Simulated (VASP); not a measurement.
# Si (P6_3/mmc) in VASP: further runs

Runs on Si. Level: LDA. Tasks: single point.

Everything below comes from runs of VASP 6.6.1. Logs are shortened: lines on timing, memory, paths and dates and some standing lists are left out, and cuts for length are marked.

### Step 1. The cell of the first run

The structure is hexagonal, space group P6_3/mmc (No. 194). The conventional cell has a = 2.719 Å, b = 2.719 Å, c = 9.021 Å, α = 90.00°, β = 90.00°, γ = 120.00°. Si (site symmetry -3m) has 12 Si at 2.72 to 2.75 Å within 3.6 Å. Within 3.6 Å of Si (site symmetry -6m2) lie 12 Si at 2.72 to 2.75 Å.

### Step 2. Single point, LDA (volume scaled by 1.04)

The input, INCAR:

```
PREC = Accurate
ENCUT = 520
EDIFF = 1E-6
ISMEAR = -1
SIGMA = 0.1
LREAL = False
LASPH = True
NELM = 100
ALGO = Normal
ISIF = 2
LWAVE = False
LCHARG = False
GGA = CA
NBANDS = 16
```

The input, KPOINTS:

```
Automatic mesh
0
Gamma
  15 15 4
```

The input, POSCAR:

```
Si
1.0
    2.7189823351      0.0000000000      0.0000000000
   -1.3594911675      2.3547077746      0.0000000000
    0.0000000000      0.0000000000      9.0213836280
Si
4
Direct
    0.0000000000      0.0000000000      1.0000000000
    1.0000000000      0.0000000000      0.5000000000
    0.3333333333      0.6666666667      0.2500000000
    0.6666666667      0.3333333333      0.7500000000
```

Potentials or basis: VASP PAW LDA potentials, release 64 (Si).

The run is started by

```
$ cat potpaw_LDA.64/Si/POTCAR > POTCAR
$ mpirun -np 1 vasp_std > vasp.out
```

OUTCAR:

```text
PREC = Accurate
   ENCUT = 520
   EDIFF = 1E-6
   ISMEAR = -1
   LREAL = False
   LASPH = True
   NELM = 100
   ISIF = 2
   GGA = CA

 ion  position               nearest neighbor table
   1  0.000  0.000  0.000-   3 2.75   4 2.75   3 2.75   4 2.75   4 2.75   3 2.75
   2  0.000  0.000  0.500-   3 2.75   4 2.75   3 2.75   4 2.75   4 2.75   3 2.75
   3  0.333  0.667  0.250-   1 2.75   2 2.75   1 2.75   2 2.75   1 2.75   2 2.75
   4  0.667  0.333  0.750-   1 2.75   2 2.75   1 2.75   2 2.75   1 2.75   2 2.75

  LATTYP: Found a hexagonal cell.
 ALAT       =     2.7189823351
 C/A-ratio  =     3.3179265314

  Lattice vectors:

 A1 = (   2.7189823351,   0.0000000000,   0.0000000000)
 A2 = (  -1.3594911675,   2.3547077746,   0.0000000000)
 A3 = (   0.0000000000,   0.0000000000,   9.0213836280)

Analysis of symmetry for initial positions (statically):
=====================================================================
 Subroutine PRICEL returns:
 Original cell was already a primitive cell.

 Routine SETGRP: Setting up the symmetry group for a
 hexagonal supercell.

 Subroutine GETGRP returns: Found 24 space group operations
 (whereof 12 operations were pure point group operations)
 out of a pool of 24 trial point group operations.

The static configuration has the point symmetry D_3d.
 The point group associated with its full space group is D_6h.

Analysis of symmetry for dynamics (positions and initial velocities):
=====================================================================
 Subroutine PRICEL returns:
 Original cell was already a primitive cell.

 Routine SETGRP: Setting up the symmetry group for a
 hexagonal supercell.

 Subroutine GETGRP returns: Found 24 space group operations
 (whereof 12 operations were pure point group operations)
 out of a pool of 24 trial point group operations.

The dynamic configuration has the point symmetry D_3d.
 The point group associated with its full space group is D_6h.

 Subroutine INISYM returns: Found 24 space group operations
 (whereof 12 operations are pure point group operations),
 and found     1 'primitive' translations

----------------------------------------------------------------------------------------

                                     Primitive cell

  volume of cell :      57.7586

  direct lattice vectors                    reciprocal lattice vectors
     2.718982335  0.000000000  0.000000000     0.367784662  0.212340574  0.000000000
    -1.359491168  2.354707775  0.000000000     0.000000000  0.424681148  0.000000000
     0.000000000  0.000000000  9.021383628     0.000000000  0.000000000  0.110847741
[... 92 lines left out ...]
   IBRION =     -1    ionic relax: 0-MD 1-quasi-New 2-CG
   NFREE  =      0    steps in history (QN), initial steepest desc. (CG)
   ISIF   =      2    stress and relaxation
   ISYM   =      2    0-nonsym 1-usesym 2-fastsym
   POTIM  = 0.5000    time-step for ionic-motion
   TEBEG  =    0.0;   TEEND  =   0.0 temperature during run
   PSTRESS=    0.0 pullay stress
   NELECT =      16.0000    total number of electrons
   NUPDOWN=      -1.0000    fix difference up-down
   EMIN   =  10.00;   EMAX   =-10.00  energy-range for DOS
   EFERMI =   0.00;   METHOD = LEGACY
   ISMEAR =    -1;   SIGMA  =   0.10  broadening in eV -4-tet -1-fermi 0-gaus
   EFERMI_NEDOS =   21; number of points for ismear=-14 and -15
   IALGO  =     38    algorithm
   IMIX   =      4    mixing-type and parameters
     AMIX     =   0.40;   BMIX     =  1.00
     AMIX_MAG =   1.60;   BMIX_MAG =  1.00
  volume/ion in A,a.u.               =      14.44        97.44
  Fermi-wavevector in a.u.,A,eV,Ry     =   1.067192  2.016701 15.495664  1.138899
  Thomas-Fermi vector in A             =   2.202801
   LORBIT       =      0    0 simple, 1 ext, 2 COOP (PROOUT), +10 PAW based schemes
   GGA     = CA    functional components
   LHFCALC =     F    Hartree Fock is set to
   AEXX    =    0.0000 exact exchange contribution
   IVDW    =     0    specifies the selected vdW correction
   LEPSILON=     F    determine dielectric tensor
   LRPA    =     F    only Hartree local field effects (RPA)
 non-spin polarized calculation
  energy-cutoff  :      520.00
  volume of cell :       57.76
 maximum number of plane-waves:      1581
   NGX = 11   NGY = 11   NGZ = 33

 number of electron      16.0000000 magnetization

 Free energy of the ion-electron system (eV)
  ---------------------------------------------------
  ext. energy  EPLUGINS =         0.00000000
  ---------------------------------------------------
  free energy    TOTEN  =       -22.07789613 eV

  energy without entropy =      -22.01552832  energy(sigma->0) =      -22.04671223

 E-fermi :  10.1427     XC(G=0): -11.2734

 val. band max:       10.1196143772   @ k =   0.3333   0.2000   0.2500
 cond. band min:      10.2045392709   @ k =   0.3333   0.0667   0.5000
 fundamental gap:      0.0849248936
 Fermi energy:        10.1426540990

 k-point     1 :       0.0000    0.0000    0.0000
  band No.  band energies     occupation
      1      -4.2598      2.00000
      2      -2.4905      2.00000
      3      -2.4891      2.00000
      4       2.3306      2.00000
      5       3.1795      2.00000
      6      11.1510      0.00008
[... 433 lines left out ...]
      3       4.5007      2.00000
      4       4.5137      2.00000
      5       4.7296      2.00000
      6       4.8558      2.00000
[... 8 lines left out ...]
     15      14.7652      0.00000
     16      16.7433      0.00000

 [... further k-points ...]

------------------------ aborting loop because EDIFF is reached ----------------------------------------

  FORCE on cell =-STRESS in cart. coord.  units (eV):
  Direction    XX          YY          ZZ          XY          YZ          ZX
  --------------------------------------------------------------------------------------
  -------------------------------------------------------------------------------------
  Total       -1.4683883     -1.4683883     -0.6902324     -0.0000000     -0.0000000      0.0000000
  in kB      -40.7319246    -40.7319246    -19.1464998     -0.0000000     -0.0000000      0.0000000
  external PRESSURE =     -33.5367830 kB  Pullay stress =       0.0000000 kB

 VOLUME and BASIS-vectors are now :
 -----------------------------------------------------------------------------
  energy-cutoff  :      520.00
  volume of cell :       57.76
      direct lattice vectors                 reciprocal lattice vectors
     2.718982335  0.000000000  0.000000000     0.367784662  0.212340574  0.000000000
    -1.359491168  2.354707775  0.000000000     0.000000000  0.424681148  0.000000000
     0.000000000  0.000000000  9.021383628     0.000000000  0.000000000  0.110847741

 POSITION                                       TOTAL-FORCE (eV/Angst)
 -----------------------------------------------------------------------------------
      0.00000      0.00000      0.00000         0.000000      0.000000     -0.000000
      0.00000      0.00000      4.51069         0.000000      0.000000     -0.000000
     -0.00000      1.56981      2.25535        -0.000000      0.000000     -0.000000
      1.35949      0.78490      6.76604         0.000000     -0.000000      0.000000
 -----------------------------------------------------------------------------------
    total drift:                               -0.000000      0.000000     -0.000000

  FREE ENERGIE OF THE ION-ELECTRON SYSTEM (eV)
  ---------------------------------------------------
  free  energy   TOTEN  =       -22.0778961259 eV

  energy  without entropy=      -22.0155283246  energy(sigma->0) =      -22.04671223
```

OSZICAR:

```text
N       E                     dE             d eps       ncg     rms          rms(c)
DAV:   1     0.176424866601E+02    0.17642E+02   -0.62333E+03  2592   0.832E+02
DAV:   2    -0.209224214387E+02   -0.38565E+02   -0.35568E+02  3520   0.121E+02
DAV:   3    -0.221636204034E+02   -0.12412E+01   -0.12323E+01  3456   0.188E+01
DAV:   4    -0.221702505404E+02   -0.66301E-02   -0.66288E-02  3320   0.186E+00
DAV:   5    -0.221702914302E+02   -0.40890E-04   -0.40889E-04  3536   0.123E-01    0.551E+00
DAV:   6    -0.221099055159E+02    0.60386E-01   -0.18913E-02  3096   0.618E-01    0.305E+00
DAV:   7    -0.220781576846E+02    0.31748E-01   -0.32275E-02  3168   0.798E-01    0.162E-01
DAV:   8    -0.220778983559E+02    0.25933E-03   -0.43395E-04  3400   0.130E-01    0.464E-02
DAV:   9    -0.220778995327E+02   -0.11768E-05   -0.46812E-06  3376   0.130E-02    0.132E-02
DAV:  10    -0.220778961287E+02    0.34040E-05   -0.71218E-07  2248   0.479E-03    0.107E-02
DAV:  11    -0.220778961259E+02    0.27530E-08   -0.57005E-08  1824   0.155E-03
   1 F= -.22077896E+02 E0= -.22046712E+02  d E =-.623678E-01
```

Run time: 24 s. Hardware: 1 thread of Intel Xeon Platinum 8559C (Emerald Rapids), shared host; peak memory 0.17 GiB.

Results:

```
Free energy            : -22.0779 eV
Pressure               : -3.4 GPa
Band gap on the k mesh : zero (band 8 reaches 18.65 eV, above the bottom of band 9 at 6.33 eV)
```

Stress tensor (GPa, compression positive):
```
-4.07  0.00  0.00
 0.00 -4.07  0.00
 0.00  0.00 -1.91
```

Levels at points of the mesh, in eV from the Fermi level:
```tsv
k point	band 6	band 7	band 8	band 9	band 10	band 11
(0.00, 0.00, 0.00)	1.01	1.01	8.44	8.44	9.00	9.00
(0.00, 0.00, 0.50)	-3.53	6.10	6.10	8.70	8.70	8.70
```

### Step 3. Single point, LDA (volume scaled by 1.08)

The input, INCAR:

```
SYSTEM = Si
PREC = Accurate
ENCUT = 520
EDIFF = 1E-6
ISMEAR = -1
SIGMA = 0.1
LREAL = .False.
LASPH = .True.
NELM = 100
ALGO = Normal
ISIF = 2
LWAVE = .False.
LCHARG = .True.
GGA = CA
LELF = .True.
LVHAR = .True.
NBANDS = 16
```

The input, KPOINTS:

```
Automatic mesh
0
Gamma
  15 15 4
  0 0 0
```

The input, POSCAR:

```
Si
1.0
    2.7534034871      0.0000000000      0.0000000000
   -1.3767017435      2.3845173667      0.0000000000
    0.0000000000      0.0000000000      9.1355904815
Si
4
Direct
    0.0000000000      0.0000000000      1.0000000000
    1.0000000000      0.0000000000      0.5000000000
    0.3333333333      0.6666666667      0.2500000000
    0.6666666667      0.3333333333      0.7500000000
```

Potentials or basis: VASP PAW LDA potentials, release 64 (Si).

The run is started by

```
$ cat potpaw_LDA.64/Si/POTCAR > POTCAR
$ mpirun -np 1 vasp_std > vasp.out
```

OUTCAR:

```text
SYSTEM = Si
   PREC = Accurate
   ENCUT = 520
   EDIFF = 1E-6
   ISMEAR = -1
   LREAL = .False.
   LASPH = .True.
   NELM = 100
   ISIF = 2
   GGA = CA

 ion  position               nearest neighbor table
   1  0.000  0.000  0.000-   3 2.78   4 2.78   3 2.78   4 2.78   4 2.78   3 2.78
   2  0.000  0.000  0.500-   3 2.78   4 2.78   3 2.78   4 2.78   4 2.78   3 2.78
   3  0.333  0.667  0.250-   1 2.78   2 2.78   1 2.78   2 2.78   1 2.78   2 2.78
   4  0.667  0.333  0.750-   1 2.78   2 2.78   1 2.78   2 2.78   1 2.78   2 2.78

  LATTYP: Found a hexagonal cell.
 ALAT       =     2.7534034871
 C/A-ratio  =     3.3179265314

  Lattice vectors:

 A1 = (   2.7534034871,   0.0000000000,   0.0000000000)
 A2 = (  -1.3767017435,   2.3845173667,   0.0000000000)
 A3 = (   0.0000000000,   0.0000000000,   9.1355904815)

Analysis of symmetry for initial positions (statically):
=====================================================================
 Subroutine PRICEL returns:
 Original cell was already a primitive cell.

 Routine SETGRP: Setting up the symmetry group for a
 hexagonal supercell.

 Subroutine GETGRP returns: Found 24 space group operations
 (whereof 12 operations were pure point group operations)
 out of a pool of 24 trial point group operations.

The static configuration has the point symmetry D_3d.
 The point group associated with its full space group is D_6h.

Analysis of symmetry for dynamics (positions and initial velocities):
=====================================================================
 Subroutine PRICEL returns:
 Original cell was already a primitive cell.

 Routine SETGRP: Setting up the symmetry group for a
 hexagonal supercell.

 Subroutine GETGRP returns: Found 24 space group operations
 (whereof 12 operations were pure point group operations)
 out of a pool of 24 trial point group operations.

The dynamic configuration has the point symmetry D_3d.
 The point group associated with its full space group is D_6h.

[... 123 lines left out ...]
  volume/ion in A,a.u.               =      15.00       101.19
  Fermi-wavevector in a.u.,A,eV,Ry     =   1.053851  1.991489 15.110654  1.110602
  Thomas-Fermi vector in A             =   2.188988
   LORBIT       =      0    0 simple, 1 ext, 2 COOP (PROOUT), +10 PAW based schemes
   GGA     = CA    functional components
   LHFCALC =     F    Hartree Fock is set to
   AEXX    =    0.0000 exact exchange contribution
   IVDW    =     0    specifies the selected vdW correction
   LEPSILON=     F    determine dielectric tensor
   LRPA    =     F    only Hartree local field effects (RPA)
 non-spin polarized calculation
  energy-cutoff  :      520.00
  volume of cell :       59.98
 maximum number of plane-waves:      1630
   NGX = 11   NGY = 11   NGZ = 33

 number of electron      15.9999999 magnetization

 Free energy of the ion-electron system (eV)
  ---------------------------------------------------
  ext. energy  EPLUGINS =         0.00000000
  ---------------------------------------------------
  free energy    TOTEN  =       -22.01210018 eV

  energy without entropy =      -21.94750735  energy(sigma->0) =      -21.97980377

 E-fermi :   9.6413     XC(G=0): -11.1219

 val. band max:        9.6276567642   @ k =   0.2000   0.2000   0.2500
 cond. band min:       9.7094416293   @ k =   0.3333   0.0667   0.5000
 fundamental gap:      0.0817848651
 Fermi energy:         9.6413016889

 k-point     1 :       0.0000    0.0000    0.0000
  band No.  band energies     occupation
      1      -4.4126      2.00000
      2      -2.6885      2.00000
      3      -2.6883      2.00000
      4       1.9420      2.00000
      5       2.9263      2.00000
      6      10.6322      0.00010
[... 433 lines left out ...]
      3       4.0662      2.00000
      4       4.1896      2.00000
      5       4.4304      2.00000
      6       4.4376      2.00000
[... 8 lines left out ...]
     15      14.1757      0.00000
     16      16.0055      0.00000

 [... further k-points ...]

------------------------ aborting loop because EDIFF is reached ----------------------------------------

  FORCE on cell =-STRESS in cart. coord.  units (eV):
  Direction    XX          YY          ZZ          XY          YZ          ZX
  --------------------------------------------------------------------------------------
  -------------------------------------------------------------------------------------
  Total       -2.5073395     -2.5073395     -1.8043750     -0.0000000      0.0000000      0.0000000
  in kB      -66.9756223    -66.9756223    -48.1981539     -0.0000000      0.0000000      0.0000000
  external PRESSURE =     -60.7164662 kB  Pullay stress =       0.0000000 kB

 VOLUME and BASIS-vectors are now :
 -----------------------------------------------------------------------------
  energy-cutoff  :      520.00
  volume of cell :       59.98
      direct lattice vectors                 reciprocal lattice vectors
     2.753403487  0.000000000  0.000000000     0.363186872  0.209686038  0.000000000
    -1.376701743  2.384517367  0.000000000     0.000000000  0.419372077  0.000000000
     0.000000000  0.000000000  9.135590481     0.000000000  0.000000000  0.109461999

 POSITION                                       TOTAL-FORCE (eV/Angst)
 -----------------------------------------------------------------------------------
      0.00000      0.00000      0.00000         0.000000      0.000000      0.000000
      0.00000      0.00000      4.56780         0.000000      0.000000      0.000000
     -0.00000      1.58968      2.28390        -0.000000     -0.000000     -0.000000
      1.37670      0.79484      6.85169         0.000000      0.000000      0.000000
 -----------------------------------------------------------------------------------
    total drift:                               -0.000000      0.000000     -0.000000

  FREE ENERGIE OF THE ION-ELECTRON SYSTEM (eV)
  ---------------------------------------------------
  free  energy   TOTEN  =       -22.0121001839 eV

  energy  without entropy=      -21.9475073546  energy(sigma->0) =      -21.97980377
```

OSZICAR:

```text
N       E                     dE             d eps       ncg     rms          rms(c)
DAV:   1     0.161765613680E+02    0.16177E+02   -0.61383E+03  2592   0.828E+02
DAV:   2    -0.208915204392E+02   -0.37068E+02   -0.34469E+02  3600   0.117E+02
DAV:   3    -0.220934096975E+02   -0.12019E+01   -0.11916E+01  3456   0.184E+01
DAV:   4    -0.220998666802E+02   -0.64570E-02   -0.64560E-02  3224   0.185E+00
DAV:   5    -0.220999114251E+02   -0.44745E-04   -0.44744E-04  3576   0.129E-01    0.512E+00
DAV:   6    -0.220422092416E+02    0.57702E-01   -0.19486E-02  2992   0.620E-01    0.283E+00
DAV:   7    -0.220123295747E+02    0.29880E-01   -0.32911E-02  3216   0.795E-01    0.155E-01
DAV:   8    -0.220121022678E+02    0.22731E-03   -0.43911E-04  3248   0.129E-01    0.459E-02
DAV:   9    -0.220121037233E+02   -0.14555E-05   -0.47462E-06  3400   0.132E-02    0.134E-02
DAV:  10    -0.220121001877E+02    0.35356E-05   -0.86488E-07  2312   0.508E-03    0.110E-02
DAV:  11    -0.220121001839E+02    0.38368E-08   -0.60868E-08  1736   0.157E-03
   1 F= -.22012100E+02 E0= -.21979804E+02  d E =-.645928E-01
```

stdout:

```text
POSCAR found type information on POSCAR Si
 POSCAR found :  1 types and       4 ions
 scaLAPACK will be used
 LDA part: xc-table for (Slater(with rela. corr.)+CA(PZ))
 , standard interpolation
 POSCAR, INCAR and KPOINTS ok, starting setup
 FFT: planning ... GRIDC
 FFT: planning ... GRID_SOFT
 FFT: planning ... GRID
 WAVECAR not read
 entering main loop
```

Run time: 26 s. Hardware: 1 thread of Intel Xeon Platinum 8559C (Emerald Rapids), shared host; peak memory 0.17 GiB.

What came out:

* Free energy: -22.0121 eV
* Pressure: -6.1 GPa
* Band gap on the k mesh: zero (band 8 reaches 17.85 eV, above the bottom of band 9 at 5.93 eV)

Stress tensor (GPa, compression positive):
```
-6.70  0.00  0.00
 0.00 -6.70  0.00
 0.00  0.00 -4.82
```

[end of part 1 of 2]
